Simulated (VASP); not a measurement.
Crystal: NiO.

```
Ni O
1.0
     0.00000    2.09131    2.09131
     2.09131    0.00000    2.09131
     2.09131    2.09131    0.00000
Ni O
1 1
Direct
  0.00000 0.00000 0.00000
  0.50000 0.50000 0.50000
```

Base run:

* Program: VASP 6.6.1
* Functional: LDA
* Potentials or basis: VASP PAW LDA potentials, release 64 (Ni_sv_GW, O)
* Cutoff: 700 eV
* k mesh: 8 × 8 × 8
* Occupations: gaussian, width 0.05 eV
* Spin: collinear spin, ferromagnetic start
* Starting moments: [1.0, 0.0] μB
* Fixed moment: 1 μB
* Hubbard terms: Ni d U = 6.0 eV, J = 0.9 eV

Its results: pressure -17.6 GPa; site moments Ni +1.03; O -0.03 μB.

Q: The run is repeated on the same cell with these changes: fixed moment from 1 μB to 2 μB; moments at the start from [1.0, 0.0] to [1.85, 0.26]. What comes out?

A: Pressure -9.0 GPa; site moments Ni +1.74; O +0.21 μB.

Caveats: the cell stands under tension; the total moment is fixed, so each spin has its own Fermi level and the state may be an excited one; a cell with one magnetic atom can't hold antiferromagnetic order, which such compounds often take.
